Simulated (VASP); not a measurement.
Write the native input for VASP 6.6.1 that does the following.

- Task: single point
- Functional: LDA
- Potentials or basis: VASP PAW LDA potentials, release 64 (Ta_pv, As)
- Cutoff: 520 eV
- k mesh: 18 × 18 × 18
- Occupations: fermi-dirac, width 0.15 eV
- Spin: no spin polarisation
- Dipole correction: no
- Further INCAR settings: ALGO = Normal; EDIFF = 1e-06; NBANDS = 24

The structure of TaAs lies in POSCAR:

```
TaAs
1.0
   -1.7029845551      1.7029845551      5.7540651531
    1.7029845551     -1.7029845551      5.7540651531
    1.7029845551      1.7029845551     -5.7540651531
Ta As
2 2
Direct
    0.5003165067      1.0003165067      0.5000000000
    0.7503165067      0.7503165067      0.0000000000
    0.0822829133      0.5822829133      0.5000000000
    0.3322829133      0.3322829133      0.0000000000
```

One way to write it, as run:

INCAR

```
SYSTEM = TaAs
PREC     = Accurate       ! precision mode
ENCUT    = 520            ! plane-wave cutoff, eV
EDIFF    = 1E-6           ! SCF threshold, eV
ISMEAR   = -1             ! smearing method
SIGMA    = 0.15           ! smearing width, eV
LREAL    = .FALSE.        ! projectors in reciprocal space
LASPH    = .TRUE.         ! aspherical terms in the spheres
NELM     = 100            ! most SCF steps
ALGO     = Normal         ! electronic algorithm
ISIF     = 2              ! what is computed and relaxed
LWAVE    = .FALSE.        ! write WAVECAR
LCHARG   = .TRUE.         ! write CHGCAR
GGA      = CA             ! functional
LELF     = .TRUE.         ! ELF
LVHAR    = .TRUE.       
NBANDS   = 24             ! bands
```

KPOINTS

```
Automatic mesh
0
G
  18 18 18
  0 0 0
```

Potentials or basis: VASP PAW LDA potentials, release 64 (Ta_pv, As).

Launch:

```console
$ cat potpaw_LDA.64/Ta_pv/POTCAR potpaw_LDA.64/As/POTCAR > POTCAR
$ mpirun -np 1 vasp_std > vasp.out
```

It gave:

```yaml
Pressure: 1.2 GPa
Largest_force: 0.006 eV/Å
Band_gap_on_the_k_mesh: zero (bands 16 and 17 overlap by 0.06 eV)
```

Caveat: spin-orbit coupling is left out, which moves the levels of the heavy elements.

Run time: 12 min on 1 thread of Intel(R) Xeon(R) 6975P-C (Granite Rapids), on a shared host, peak memory 0.8 GiB.
